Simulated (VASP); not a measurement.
# BaTe (I4/mmm) in VASP: further runs

The runs below take BaTe through single point, with PBE, r2SCAN.

Program: VASP 6.6.1. These are calculated values, not measurements. Logs are shortened: lines on timing, memory, paths and dates and some standing lists are left out, and cuts for length are marked.

## 1. The cell of the first run

The structure is tetragonal, space group I4/mmm (No. 139). Conventional cell: a = 5.200 Å, b = 5.200 Å, c = 7.065 Å, α = 90.00°, β = 90.00°, γ = 90.00°. Within 4.6 Å of Ba (site symmetry 4/mmm) lie 6 Te at 3.53 to 3.68 Å. Te (site symmetry 4/mmm) has 6 Ba at 3.53 to 3.68 Å within 4.6 Å.

## 2. Single point, PBE (biaxial xy strain +4.1%)

The input, INCAR:

```
PREC = Accurate ; ENCUT = 520
EDIFF = 1E-6 ; ISMEAR = -1
SIGMA = 0.02 ; LREAL = F
LASPH = T ; NELM = 80
ALGO = Normal ; ISIF = 2
LWAVE = F ; LCHARG = F
GGA = PE ; NBANDS = 15
```

The input, KPOINTS:

```
Automatic mesh
0
Gamma
  6 6 6
```

The input, POSCAR:

```
BaTe
1.0
    0.0000000000      3.6768614560      3.5323868345
    3.6768614560      0.0000000000      3.5323868345
    3.6768614560      3.6768614560      0.0000000000
Ba Te
1 1
Direct
    0.0000000000      0.0000000000      0.0000000000
    0.5000000000      0.5000000000      0.5000000000
```

Potentials or basis: VASP PAW PBE potentials, release 64 (Ba_sv, Te).

Launch:

```bash
$ cat potpaw_PBE.64/Ba_sv/POTCAR potpaw_PBE.64/Te/POTCAR > POTCAR
$ mpirun -np 1 vasp_std > vasp.out
```

OUTCAR:

```text
PREC = Accurate
   ENCUT = 520
   EDIFF = 1E-6
   ISMEAR = -1
   LREAL = F
   LASPH = T
   NELM = 80
   ISIF = 2
   GGA = PE

 ion  position               nearest neighbor table
   1  0.000  0.000  0.000-   2 3.53   2 3.53   2 3.68   2 3.68   2 3.68   2 3.68
   2  0.500  0.500  0.500-   1 3.53   1 3.53   1 3.68   1 3.68   1 3.68   1 3.68

  LATTYP: Found a body centered tetragonal cell.
 ALAT       =     5.1998673380
 C/A-ratio  =     1.3586449826

  Lattice vectors:

 A1 = (   0.0000000000,  -3.6768614560,  -3.5323868345)
 A2 = (   0.0000000000,   3.6768614560,  -3.5323868345)
 A3 = (   3.6768614560,   0.0000000000,   3.5323868345)

Analysis of symmetry for initial positions (statically):
=====================================================================
 Subroutine PRICEL returns:
 Original cell was already a primitive cell.

 Routine SETGRP: Setting up the symmetry group for a
 body centered tetragonal supercell.

 Subroutine GETGRP returns: Found 16 space group operations
 (whereof 16 operations were pure point group operations)
 out of a pool of 16 trial point group operations.

The static configuration has the point symmetry D_4h.

Analysis of symmetry for dynamics (positions and initial velocities):
=====================================================================
 Subroutine PRICEL returns:
 Original cell was already a primitive cell.

 Routine SETGRP: Setting up the symmetry group for a
 body centered tetragonal supercell.

 Subroutine GETGRP returns: Found 16 space group operations
 (whereof 16 operations were pure point group operations)
 out of a pool of 16 trial point group operations.

The dynamic configuration has the point symmetry D_4h.

 Subroutine INISYM returns: Found 16 space group operations
 (whereof 16 operations are pure point group operations),
 and found     1 'primitive' translations

----------------------------------------------------------------------------------------

                                     Primitive cell

  volume of cell :      95.5109

  direct lattice vectors                    reciprocal lattice vectors
     0.000000000  3.676861456  3.532386835    -0.135985543  0.135985543  0.141547351
     3.676861456  0.000000000  3.532386835     0.135985543 -0.135985543  0.141547351
     3.676861456  3.676861456  0.000000000     0.135985543  0.135985543 -0.141547351

  length of vectors
     5.098731893  5.098731893  5.199867338     0.238788166  0.238788166  0.238788166

  position of ions in fractional coordinates (direct lattice)
     0.000000000  0.000000000  0.000000000
     0.500000000  0.500000000  0.500000000

  ion indices of the primitive-cell ions
   primitive index   ion index
                 1           1
                 2           2

----------------------------------------------------------------------------------------

 KPOINTS: Automatic mesh

Automatic generation of k-mesh.
 Grid dimensions read from file:
 generate k-points for:    6    6    6

 Generating k-lattice:

  Cartesian coordinates                     Fractional coordinates (reciprocal lattice)
    -0.022664257  0.022664257  0.023591225     0.166666667  0.000000000  0.000000000
     0.022664257 -0.022664257  0.023591225     0.000000000  0.166666667  0.000000000
     0.022664257  0.022664257 -0.023591225     0.000000000  0.000000000  0.166666667

  Length of vectors
     0.039798028  0.039798028  0.039798028

  Shift w.r.t. Gamma in fractional coordinates (k-lattice)
     0.000000000  0.000000000  0.000000000

 Subroutine IBZKPT returns following result:
 ===========================================

 Found     30 irreducible k-points:

 Following reciprocal coordinates:
            Coordinates               Weight
  0.000000  0.000000  0.000000      1.000000
  0.166667  0.000000  0.000000      8.000000
  0.333333 -0.000000  0.000000      8.000000
  0.500000  0.000000  0.000000      4.000000
  0.166667  0.166667  0.000000      2.000000
  0.333333  0.166667  0.000000      8.000000
[... 16 lines left out ...]
  0.333333  0.000000  0.333333      4.000000
  0.500000 -0.000000  0.333333     16.000000
 [... further k-points ...]
   k-points           NKPTS =     30   k-points in BZ     NKDIM =     30   number of bands    NBANDS=     15
   number of dos      NEDOS =    301   number of ions     NIONS =      2
   total plane-waves  NPLWV =  64000
   dimension x,y,z NGX =    40 NGY =   40 NGZ =   40
   dimension x,y,z NGXF=    80 NGYF=   80 NGZF=   80
   ions per type =               1   1
   NGX,Y,Z   is equivalent  to a cutoff of  13.04, 13.04, 12.79 a.u.
   NGXF,Y,Z  is equivalent  to a cutoff of  26.08, 26.08, 25.58 a.u.
 SYSTEM =  unknown system
   PREC   = accura    normal or accurate (medium, high low for compatibility)
   ISTART =      0    job   : 0-new  1-cont  2-samecut
   ICHARG =      2    charge: 1-file 2-atom 10-const
   ISPIN  =      1    spin polarized calculation?
   LNONCOLLINEAR =      F non collinear calculations
   LSORBIT =      F    spin-orbit coupling
   LASPH  =      T    aspherical Exc in radial PAW
   ENCUT  =  520.0 eV  38.22 Ry    6.18 a.u.   9.48  9.48  9.67*2*pi/ulx,y,z
   NELM   =     80;   NELMIN=  2; NELMDL= -5     # of ELM steps
   EDIFF  = 0.1E-05   stopping-criterion for ELM
   LREAL  =      F    real-space projection
   EDIFFG = 0.1E-04   stopping-criterion for IOM
   NSW    =      0    number of steps for IOM
   IBRION =     -1    ionic relax: 0-MD 1-quasi-New 2-CG
   NFREE  =      0    steps in history (QN), initial steepest desc. (CG)
   ISIF   =      2    stress and relaxation
   ISYM   =      2    0-nonsym 1-usesym 2-fastsym
   POTIM  = 0.5000    time-step for ionic-motion
   TEBEG  =    0.0;   TEEND  =   0.0 temperature during run
   PSTRESS=    0.0 pullay stress
   NELECT =      16.0000    total number of electrons
   NUPDOWN=      -1.0000    fix difference up-down
   EMIN   =  10.00;   EMAX   =-10.00  energy-range for DOS
   EFERMI =   0.00;   METHOD = LEGACY
   ISMEAR =    -1;   SIGMA  =   0.02  broadening in eV -4-tet -1-fermi 0-gaus
   EFERMI_NEDOS =   21; number of points for ismear=-14 and -15
   IALGO  =     38    algorithm
   IMIX   =      4    mixing-type and parameters
     AMIX     =   0.40;   BMIX     =  1.00
     AMIX_MAG =   1.60;   BMIX_MAG =  1.00
  volume/ion in A,a.u.               =      47.76       322.27
  Fermi-wavevector in a.u.,A,eV,Ry     =   0.902465  1.705412 11.081181  0.814444
  Thomas-Fermi vector in A             =   2.025672
   LORBIT       =      0    0 simple, 1 ext, 2 COOP (PROOUT), +10 PAW based schemes
   GGA     = PE    functional components
   LHFCALC =     F    Hartree Fock is set to
   AEXX    =    0.0000 exact exchange contribution
   IVDW    =     0    specifies the selected vdW correction
   LEPSILON=     F    determine dielectric tensor
   LRPA    =     F    only Hartree local field effects (RPA)
 non-spin polarized calculation
  energy-cutoff  :      520.00
  volume of cell :       95.51
 maximum number of plane-waves:      2594
 NGX is ok and might be reduce to    40
   NGX = 19   NGY = 19   NGZ = 19

 number of electron      16.0000000 magnetization

 Free energy of the ion-electron system (eV)
  ---------------------------------------------------
  ext. energy  EPLUGINS =         0.00000000
  ---------------------------------------------------
  free energy    TOTEN  =        -8.57966395 eV

  energy without entropy =       -8.57966395  energy(sigma->0) =       -8.57966395

 E-fermi :   2.0554     XC(G=0):  -7.8205

 val. band max:        1.6861927589   @ k =   0.0000   0.0000   0.0000
 cond. band min:       3.3622199784   @ k =   0.5000   0.5000   0.0000
 fundamental gap:      1.6760272195
 Fermi energy:         2.0553902724

 k-point     1 :       0.0000    0.0000    0.0000
  band No.  band energies     occupation
      1     -25.6753      2.00000
      2     -10.8038      2.00000
      3     -10.8038      2.00000
      4     -10.7971      2.00000
      5      -7.6832      2.00000
      6       1.6207      2.00000
      7       1.6207      2.00000
      8       1.6862      2.00000
      9       4.1138      0.00000
     10       4.5359      0.00000
     11       4.5359      0.00000
     12       4.7576      0.00000
     13       5.0434      0.00000
     14       5.2459      0.00000
     15       8.6018      0.00000

 k-point     2 :       0.1667    0.0000    0.0000
  band No.  band energies     occupation
      1     -25.6735      2.00000
      2     -10.8682      2.00000
      3     -10.8076      2.00000
      4     -10.8005      2.00000
      5      -7.5590      2.00000
      6       0.9322      2.00000
      7       1.3263      2.00000
      8       1.3483      2.00000
      9       4.5482      0.00000
     10       4.8501      0.00000
     11       4.9564      0.00000
     12       5.1781      0.00000
     13       5.6568      0.00000
     14       5.9389      0.00000
     15       9.2937      0.00000

 k-point     3 :       0.3333   -0.0000    0.0000
  band No.  band energies     occupation
      1     -25.6700      2.00000
      2     -10.9911      2.00000
      3     -10.8153      2.00000
      4     -10.8020      2.00000
      5      -7.3144      2.00000
      6       0.0321      2.00000
      7       0.8819      2.00000
      8       0.8912      2.00000
      9       4.9722      0.00000
     10       5.6428      0.00000
     11       5.6674      0.00000
     12       6.4625      0.00000
     13       7.0197      0.00000
     14       7.3660      0.00000
     15       9.0916      0.00000
[... 343 lines left out ...]
 k-point    23 :       0.3333    0.0000    0.3333
  band No.  band energies     occupation
      1     -25.6685      2.00000
      2     -10.9219      2.00000
      3     -10.8394      2.00000
      4     -10.8354      2.00000
      5      -7.4796      2.00000
      6       0.3004      2.00000
      7       1.3147      2.00000
      8       1.3521      2.00000
      9       3.5875      0.00000
     10       5.3692      0.00000
     11       5.7693      0.00000
     12       6.5574      0.00000
     13       6.6004      0.00000
     14       7.9554      0.00000
     15       8.9357      0.00000

 k-point    24 :       0.5000   -0.0000    0.3333
  band No.  band energies     occupation
      1     -25.6668      2.00000
      2     -10.9364      2.00000
      3     -10.8696      2.00000
      4     -10.8388      2.00000
      5      -7.4328      2.00000
      6       0.4231      2.00000
      7       0.9106      2.00000
      8       1.1284      2.00000
      9       3.8838      0.00000
     10       6.1195      0.00000
     11       6.4897      0.00000
     12       6.6355      0.00000
     13       6.8174      0.00000
     14       6.9694      0.00000
     15       8.7866      0.00000

 [... further k-points ...]

------------------------ aborting loop because EDIFF is reached ----------------------------------------

  FORCE on cell =-STRESS in cart. coord.  units (eV):
  Direction    XX          YY          ZZ          XY          YZ          ZX
  --------------------------------------------------------------------------------------
  -------------------------------------------------------------------------------------
  Total       -1.2917492     -1.2917492     -0.2630703      0.0000000     -0.0000000      0.0000000
  in kB      -21.6688571    -21.6688571     -4.4129559      0.0000000     -0.0000000      0.0000000
  external PRESSURE =     -15.9168900 kB  Pullay stress =       0.0000000 kB

 VOLUME and BASIS-vectors are now :
 -----------------------------------------------------------------------------
  energy-cutoff  :      520.00
  volume of cell :       95.51
      direct lattice vectors                 reciprocal lattice vectors
     0.000000000  3.676861456  3.532386835    -0.135985543  0.135985543  0.141547351
     3.676861456  0.000000000  3.532386835     0.135985543 -0.135985543  0.141547351
     3.676861456  3.676861456  0.000000000     0.135985543  0.135985543 -0.141547351

 POSITION                                       TOTAL-FORCE (eV/Angst)
 -----------------------------------------------------------------------------------
      0.00000      0.00000      0.00000        -0.000000      0.000000      0.000000
      3.67686      3.67686      3.53239         0.000000     -0.000000     -0.000000
 -----------------------------------------------------------------------------------
    total drift:                                0.000000     -0.000000     -0.000000

  FREE ENERGIE OF THE ION-ELECTRON SYSTEM (eV)
  ---------------------------------------------------
  free  energy   TOTEN  =        -8.5796639531 eV

  energy  without entropy=       -8.5796639531  energy(sigma->0) =       -8.57966395
```

Run time: 32 s. Hardware: 1 thread of Intel Xeon Platinum 8488C (Sapphire Rapids), shared host; peak memory 0.26 GiB.

What came out:

| Property | Result |
| --- | --- |
| Free energy | -8.5797 eV |
| Pressure | -1.6 GPa |
| Band gap on the k mesh | 1.68 eV, indirect (least direct gap 2.05 eV) |

Stress tensor (GPa, compression positive):
```
-2.17  0.00  0.00
 0.00 -2.17  0.00
 0.00  0.00 -0.44
```

Levels at points of the mesh, in eV from the valence-band top:
| k point | band 6 | band 7 | band 8 | band 9 | band 10 | band 11 |
| --- | --- | --- | --- | --- | --- | --- |
| (0.00, 0.00, 0.00) | -0.07 | -0.07 | 0.00 | 2.43 | 2.85 | 2.85 |
| (0.50, 0.00, 0.00) | -2.01 | -0.99 | -0.97 | 3.98 | 4.44 | 4.58 |
| (0.50, 0.50, 0.00) | -1.04 | -0.48 | -0.48 | 1.68 | 4.14 | 4.25 |
| (0.50, 0.00, 0.50) | -1.17 | -0.40 | -0.37 | 1.68 | 4.01 | 4.33 |

Caveat: the cell differs from its parent crystal (biaxial xy strain +4.1%); spin-orbit coupling is left out, which moves the levels of the heavy elements. A k mesh can miss the band edges.

## 3. Single point, r2SCAN (biaxial xy strain +4.1%)

POSCAR is that of step 2.

The input, INCAR.step1:

```
PREC = Accurate
ENCUT = 520
ISMEAR = 0
SIGMA = 0.01
LREAL = False
LASPH = True
NELM = 100
NBANDS = 15
GGA = PE
ALGO = Normal
EDIFF = 1E-4
LWAVE = True
LCHARG = False
```

The input, INCAR.step2:

```
PREC = Accurate
ENCUT = 520
EDIFF = 1E-6
ISMEAR = 0
SIGMA = 0.01
LREAL = False
LASPH = True
NELM = 100
ALGO = Normal
ISIF = 2
LWAVE = False
LCHARG = False
METAGGA = R2SCAN
LMIXTAU = True
NBANDS = 15
ISTART = 1
```

The input, KPOINTS:

```
regular mesh
0
Gamma
  6 6 6
```

Potentials or basis: VASP PAW PBE potentials, release 64 (Ba_sv, Te).

Launch:

```bash
$ cat potpaw_PBE.64/Ba_sv/POTCAR potpaw_PBE.64/Te/POTCAR > POTCAR
$ cp INCAR.step1 INCAR
$ mpirun -np 1 vasp_std > vasp.out
$ cp INCAR.step2 INCAR
$ mpirun -np 1 vasp_std > vasp.out
```

It took 2.1 min on 1 thread of Intel Xeon Platinum 8488C (Sapphire Rapids), shared host; peak memory 0.28 GiB.

Results (log left out):

- Free energy: -55.9747 eV
- Pressure: -1.7 GPa
- Band gap on the k mesh: 2.02 eV, indirect (least direct gap 2.41 eV)

Stress tensor (GPa, compression positive):
```
-2.36  0.00  0.00
 0.00 -2.36  0.00
 0.00  0.00 -0.45
```

Levels at points of the mesh, in eV from the valence-band top:
| k point | band 6 | band 7 | band 8 | band 9 | band 10 | band 11 |
| --- | --- | --- | --- | --- | --- | --- |
| (0.00, 0.00, 0.00) | -0.07 | -0.07 | 0.00 | 3.04 | 3.26 | 3.26 |
| (0.50, 0.00, 0.00) | -1.99 | -0.98 | -0.96 | 4.42 | 4.93 | 5.08 |
| (0.50, 0.50, 0.00) | -1.05 | -0.49 | -0.49 | 2.02 | 4.77 | 4.81 |
| (0.50, 0.00, 0.50) | -1.19 | -0.41 | -0.38 | 2.03 | 4.58 | 4.96 |

Caveat: the cell differs from its parent crystal (biaxial xy strain +4.1%); the PAW data sets were made with another functional, which shifts forces and pressure a little; spin-orbit coupling is left out, which moves the levels of the heavy elements.
